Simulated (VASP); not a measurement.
## BN: phonons with PBE+D3(BJ)

The system is BN.

```xyz
2
Lattice="2.4925 0.0023 -0.2366 -1.2370 2.1639 0.2366 -0.9466 -0.8982 3.2594" Properties=species:S:1:pos:R:3 pbc="T T T"
B     1.2496    2.1530   -0.0194
N     0.2965   -0.1883    3.1571
```

- Program: VASP 6.6.1
- Task: phonons
- Functional: PBE
- Dispersion: D3(BJ)
- Potentials or basis: VASP PAW PBE potentials, release 64 (B, N)
- Cutoff: 520 eV
- k mesh: 12 × 12 × 12
- Occupations: gaussian, width 0.01 eV
- Spin: no spin polarisation
- Dipole correction: no
- Further INCAR settings: ALGO = Normal; EDIFF = 1e-08; IBRION = 6; POTIM = 0.015; NSW = 1

```yaml
Highest_phonon_frequency_at_Γ_LO-TO_splitting_left_out: 1359 cm⁻¹
Dispersion_energy_per_atom: -0.148 eV
```

Phonon frequencies in cm⁻¹ (negative: imaginary):
| q point | frequencies |
| --- | --- |
| (0.000, 0.000, 0.000) | 0 0 0 743 1359 1359 |

Wall time 9.3 min on 1 thread of Intel(R) Xeon(R) Platinum 8259CL CPU @ 2.50GHz (Skylake/Cascade Lake), on a shared host, peak memory 0.42 GiB.

Caveat: the cell stands under pressure or tension, which shifts response properties.
